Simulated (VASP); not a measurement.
# Cr (P6_3/mmc) in VASP: further runs

Cr is run at these levels: PBE; tasks: single point.

All numbers are computed with VASP 6.6.1; they aren't measurements. Logs are shortened: lines on timing, memory, paths and dates and some standing lists are left out, and cuts for length are marked.

### Step 1. The cell of the first run

It takes space group P6_3/mmc (No. 194, hexagonal). Conventional cell: a = 2.134 Å, b = 2.134 Å, c = 3.388 Å, α = 90.00°, β = 90.00°, γ = 120.00°. Cr (site symmetry -6m2) has 12 Cr at 2.09 to 2.13 Å within 2.8 Å.

This isn't the form of Cr at room conditions, which is bcc.

### Step 2. Single point, PBE, collinear spin, ferromagnetic start

INCAR reads:

```
SYSTEM = Cr
ALGO = Normal
EDIFF = 1E-7
ENCUT = 520
GGA = PE
ISIF = 2
ISMEAR = -1
ISPIN = 2
LASPH = .True.
LCHARG = .True.
LELF = .True.
LMAXMIX = 4
LORBIT = 11
LREAL = .False.
LVHAR = .True.
LWAVE = .False.
MAGMOM = 2 2
NBANDS = 23
NELM = 150
PREC = Accurate
SIGMA = 0.1
```

KPOINTS reads:

```
k-points
0
Gamma
  20 20 11
  0 0 0
```

POSCAR reads:

```
Cr
1.0
    2.1337083344      0.0000000000      0.0000000000
   -1.0668541672      1.8478456219      0.0000000000
    0.0000000000      0.0000000000      3.3880878820
Cr
2
Direct
    0.3333333333      0.6666666667      0.2500000000
    0.6666666667      0.3333333333      0.7500000000
```

Potentials or basis: VASP PAW PBE potentials, release 64 (Cr_pv).

Launch:

```sh
cat potpaw_PBE.64/Cr_pv/POTCAR > POTCAR
mpirun -np 1 vasp_std > vasp.out
```

OUTCAR:

```text
SYSTEM = Cr
   EDIFF = 1E-7
   ENCUT = 520
   GGA = PE
   ISIF = 2
   ISMEAR = -1
   ISPIN = 2
   LASPH = .True.
   LORBIT = 11
   LREAL = .False.
   NELM = 150
   PREC = Accurate

 ion  position               nearest neighbor table
   1  0.333  0.667  0.250-   2 2.09   2 2.09   2 2.09   2 2.09   2 2.09   2 2.09   2 2.99   2 2.99
                             2 2.99   2 2.99   2 2.99   2 2.99
   2  0.667  0.333  0.750-   1 2.09   1 2.09   1 2.09   1 2.09   1 2.09   1 2.09   1 2.99   1 2.99
                             1 2.99   1 2.99   1 2.99   1 2.99

  LATTYP: Found a hexagonal cell.
 ALAT       =     2.1337083344
 C/A-ratio  =     1.5878870731

  Lattice vectors:

 A1 = (   2.1337083344,   0.0000000000,   0.0000000000)
 A2 = (  -1.0668541672,   1.8478456219,   0.0000000000)
 A3 = (   0.0000000000,   0.0000000000,   3.3880878820)

Analysis of symmetry for initial positions (statically):
=====================================================================
 Subroutine PRICEL returns:
 Original cell was already a primitive cell.

 Routine SETGRP: Setting up the symmetry group for a
 hexagonal supercell.

 Subroutine GETGRP returns: Found 24 space group operations
 (whereof 12 operations were pure point group operations)
 out of a pool of 24 trial point group operations.

The static configuration has the point symmetry D_3d.
 The point group associated with its full space group is D_6h.

Analysis of symmetry for dynamics (positions and initial velocities):
=====================================================================
 Subroutine PRICEL returns:
 Original cell was already a primitive cell.

 Routine SETGRP: Setting up the symmetry group for a
 hexagonal supercell.

 Subroutine GETGRP returns: Found 24 space group operations
 (whereof 12 operations were pure point group operations)
 out of a pool of 24 trial point group operations.

The dynamic configuration has the point symmetry D_3d.
 The point group associated with its full space group is D_6h.

Analysis of structural, dynamic, and magnetic symmetry:
=====================================================================
 Subroutine PRICEL returns:
 Original cell was already a primitive cell.

 Routine SETGRP: Setting up the symmetry group for a
 hexagonal supercell.

 Subroutine GETGRP returns: Found 24 space group operations
 (whereof 12 operations were pure point group operations)
 out of a pool of 24 trial point group operations.

The overall configuration has the point symmetry D_3d.
 The point group associated with its full space group is D_6h.

 Subroutine INISYM returns: Found 24 space group operations
 (whereof 12 operations are pure point group operations),
 and found     1 'primitive' translations

----------------------------------------------------------------------------------------

                                     Primitive cell

  volume of cell :      13.3584

  direct lattice vectors                    reciprocal lattice vectors
     2.133708334  0.000000000  0.000000000     0.468667617  0.270585375  0.000000000
    -1.066854167  1.847845622  0.000000000     0.000000000  0.541170749  0.000000000
     0.000000000  0.000000000  3.388087882     0.000000000  0.000000000  0.295151730

  length of vectors
     2.133708334  2.133708334  3.388087882     0.541170749  0.541170749  0.295151730

  position of ions in fractional coordinates (direct lattice)
     0.333333333  0.666666667  0.250000000
     0.666666667  0.333333333  0.750000000

  ion indices of the primitive-cell ions
   primitive index   ion index
                 1           1
                 2           2

----------------------------------------------------------------------------------------

 KPOINTS: k-points

Automatic generation of k-mesh.
 Grid dimensions read from file:
 generate k-points for:   20   20   11

 Generating k-lattice:

  Cartesian coordinates                     Fractional coordinates (reciprocal lattice)
     0.023433381  0.013529269  0.000000000     0.050000000  0.000000000  0.000000000
     0.000000000  0.027058537  0.000000000     0.000000000  0.050000000  0.000000000
     0.000000000  0.000000000  0.026831975     0.000000000  0.000000000  0.090909091

  Length of vectors
     0.027058537  0.027058537  0.026831975

  Shift w.r.t. Gamma in fractional coordinates (k-lattice)
     0.000000000  0.000000000  0.000000000

 Subroutine IBZKPT returns following result:
 ===========================================

 Found    264 irreducible k-points:

 Following reciprocal coordinates:
            Coordinates               Weight
  0.000000  0.000000  0.000000      1.000000
  0.050000 -0.000000  0.000000      6.000000
  0.100000 -0.000000  0.000000      6.000000
  0.150000 -0.000000  0.000000      6.000000
  0.200000 -0.000000  0.000000      6.000000
  0.250000 -0.000000  0.000000      6.000000
[... 16 lines left out ...]
  0.200000  0.100000  0.000000     12.000000
  0.250000  0.100000  0.000000     12.000000
 [... further k-points ...]
   k-points           NKPTS =    264   k-points in BZ     NKDIM =    264   number of bands    NBANDS=     23
   number of dos      NEDOS =    301   number of ions     NIONS =      2
   total plane-waves  NPLWV =   7168
   dimension x,y,z NGX =    16 NGY =   16 NGZ =   28
   dimension x,y,z NGXF=    32 NGYF=   32 NGZF=   56
   ions per type =               2
   NGX,Y,Z   is equivalent  to a cutoff of  12.47, 12.47, 13.74 a.u.
   NGXF,Y,Z  is equivalent  to a cutoff of  24.93, 24.93, 27.48 a.u.
 SYSTEM =  Cr
   PREC   = accura    normal or accurate (medium, high low for compatibility)
   ISTART =      0    job   : 0-new  1-cont  2-samecut
   ICHARG =      2    charge: 1-file 2-atom 10-const
   ISPIN  =      2    spin polarized calculation?
   LNONCOLLINEAR =      F non collinear calculations
   LSORBIT =      F    spin-orbit coupling
   LASPH  =      T    aspherical Exc in radial PAW
   ENCUT  =  520.0 eV  38.22 Ry    6.18 a.u.   3.97  3.97  6.30*2*pi/ulx,y,z
   NELM   =    150;   NELMIN=  2; NELMDL= -5     # of ELM steps
   EDIFF  = 0.1E-06   stopping-criterion for ELM
   LREAL  =      F    real-space projection
   EDIFFG = 0.1E-05   stopping-criterion for IOM
   NSW    =      0    number of steps for IOM
   IBRION =     -1    ionic relax: 0-MD 1-quasi-New 2-CG
   NFREE  =      0    steps in history (QN), initial steepest desc. (CG)
   ISIF   =      2    stress and relaxation
   ISYM   =      2    0-nonsym 1-usesym 2-fastsym
   POTIM  = 0.5000    time-step for ionic-motion
   TEBEG  =    0.0;   TEEND  =   0.0 temperature during run
   PSTRESS=    0.0 pullay stress
   NELECT =      24.0000    total number of electrons
   NUPDOWN=      -1.0000    fix difference up-down
   EMIN   =  10.00;   EMAX   =-10.00  energy-range for DOS
   EFERMI =   0.00;   METHOD = LEGACY
   ISMEAR =    -1;   SIGMA  =   0.10  broadening in eV -4-tet -1-fermi 0-gaus
   EFERMI_NEDOS =   21; number of points for ismear=-14 and -15
   IALGO  =     38    algorithm
   IMIX   =      4    mixing-type and parameters
     AMIX     =   0.40;   BMIX     =  1.00
     AMIX_MAG =   1.60;   BMIX_MAG =  1.00
  volume/ion in A,a.u.               =       6.68        45.07
  Fermi-wavevector in a.u.,A,eV,Ry     =   1.990185  3.760904 53.890449  3.960836
  Thomas-Fermi vector in A             =   3.008158
   LORBIT       =     11    0 simple, 1 ext, 2 COOP (PROOUT), +10 PAW based schemes
   GGA     = PE    functional components
   LHFCALC =     F    Hartree Fock is set to
   AEXX    =    0.0000 exact exchange contribution
   IVDW    =     0    specifies the selected vdW correction
   LEPSILON=     F    determine dielectric tensor
   LRPA    =     F    only Hartree local field effects (RPA)
 spin polarized calculation
  energy-cutoff  :      520.00
  volume of cell :       13.36
 maximum number of plane-waves:       373
 NGX is ok and might be reduce to    16
   NGX =  7   NGY =  7   NGZ = 13

 number of electron      23.9999992 magnetization       0.0001042

 number of electron      23.9999992 magnetization      -0.0000021

 Free energy of the ion-electron system (eV)
  ---------------------------------------------------
  ext. energy  EPLUGINS =         0.00000000
  ---------------------------------------------------
  free energy    TOTEN  =        -9.60301568 eV

  energy without entropy =       -9.54239784  energy(sigma->0) =       -9.57270676

 E-fermi :  20.6435     XC(G=0): -17.1333

 val. band max:       20.6417511648   @ k =   0.2000   0.0500   0.2727
 cond. band min:      20.6528597036   @ k =   0.2500   0.1500   0.1818
 fundamental gap:      0.0111085389
 Fermi energy:        20.6435240613

 spin component 1

 k-point     1 :       0.0000    0.0000    0.0000
  band No.  band energies     occupation
      1     -24.9547      1.00000
      2     -20.9772      1.00000
      3     -20.9772      1.00000
      4     -20.3769      1.00000
      5     -20.3769      1.00000
      6     -20.1951      1.00000
[... 15 lines left out ...]
     22      42.8745      0.00000
     23      47.6252      0.00000
[... 575 lines left out ...]
      1     -23.7398      1.00000
      2     -23.2289      1.00000
      3     -22.6716      1.00000
      4     -21.6828      1.00000
      5     -20.8379      1.00000
      6     -20.7881      1.00000
[... 15 lines left out ...]
     22      42.3680      0.00000
     23      44.7990      0.00000

 [... further k-points ...]

 spin component 2

 k-point     1 :       0.0000    0.0000    0.0000
  band No.  band energies     occupation
      1     -24.9547      1.00000
      2     -20.9772      1.00000
      3     -20.9772      1.00000
      4     -20.3769      1.00000
      5     -20.3769      1.00000
      6     -20.1951      1.00000
[... 15 lines left out ...]
     22      42.8745      0.00000
     23      47.6252      0.00000
[... 575 lines left out ...]
      1     -23.7398      1.00000
      2     -23.2289      1.00000
      3     -22.6716      1.00000
      4     -21.6828      1.00000
      5     -20.8379      1.00000
      6     -20.7881      1.00000
[... 15 lines left out ...]
     22      42.3680      0.00000
     23      44.7990      0.00000

 [... further k-points ...]

------------------------ aborting loop because EDIFF is reached ----------------------------------------

  FORCE on cell =-STRESS in cart. coord.  units (eV):
  Direction    XX          YY          ZZ          XY          YZ          ZX
  --------------------------------------------------------------------------------------
  -------------------------------------------------------------------------------------
  Total       35.2382336     35.2382336     35.3851768      0.0000000      0.0000000      0.0000000
  in kB     4226.3874361   4226.3874363   4244.0114502      0.0000000      0.0000000      0.0000000
  external PRESSURE =    4232.2621075 kB  Pullay stress =       0.0000000 kB

 VOLUME and BASIS-vectors are now :
 -----------------------------------------------------------------------------
  energy-cutoff  :      520.00
  volume of cell :       13.36
      direct lattice vectors                 reciprocal lattice vectors
     2.133708334  0.000000000  0.000000000     0.468667617  0.270585375  0.000000000
    -1.066854167  1.847845622  0.000000000     0.000000000  0.541170749  0.000000000
     0.000000000  0.000000000  3.388087882     0.000000000  0.000000000  0.295151730

 POSITION                                       TOTAL-FORCE (eV/Angst)
 -----------------------------------------------------------------------------------
     -0.00000      1.23190      0.84702        -0.000000      0.000000      0.000000
      1.06685      0.61595      2.54107         0.000000      0.000000      0.000000
 -----------------------------------------------------------------------------------
    total drift:                               -0.000000      0.000000     -0.000000

  FREE ENERGIE OF THE ION-ELECTRON SYSTEM (eV)
  ---------------------------------------------------
  free  energy   TOTEN  =        -9.6030156755 eV

  energy  without entropy=       -9.5423978428  energy(sigma->0) =       -9.57270676

 total charge

# of ion       s       p       d       tot
------------------------------------------
    1        0.678   6.742   5.501  12.921
    2        0.678   6.742   5.501  12.921
--------------------------------------------------
tot          1.356  13.483  11.002  25.842

 magnetization (x)

# of ion       s       p       d       tot
------------------------------------------
    1       -0.000  -0.000  -0.000  -0.000
    2       -0.000  -0.000  -0.000  -0.000
--------------------------------------------------
tot         -0.000  -0.000  -0.000  -0.000
```

Wall time 57 s (1 thread of Intel Xeon 6975P-C (Granite Rapids), shared host); peak memory 0.22 GiB.

Results:

```
Free energy            : -9.6030 eV
Pressure               : 423.2 GPa
Band gap on the k mesh : zero (filled and empty bands overlap)
Net moment             : 0.00 μB per cell
```

Stress tensor (GPa, compression positive):
```
422.64   0.00   0.00
  0.00 422.64   0.00
  0.00   0.00 424.40
```

Caveat: the cell stands under pressure; an empty level that is flat over the whole mesh can mark a ghost state of the potentials, or a narrow d or f band.

(Part 1 of 2 ends here.)
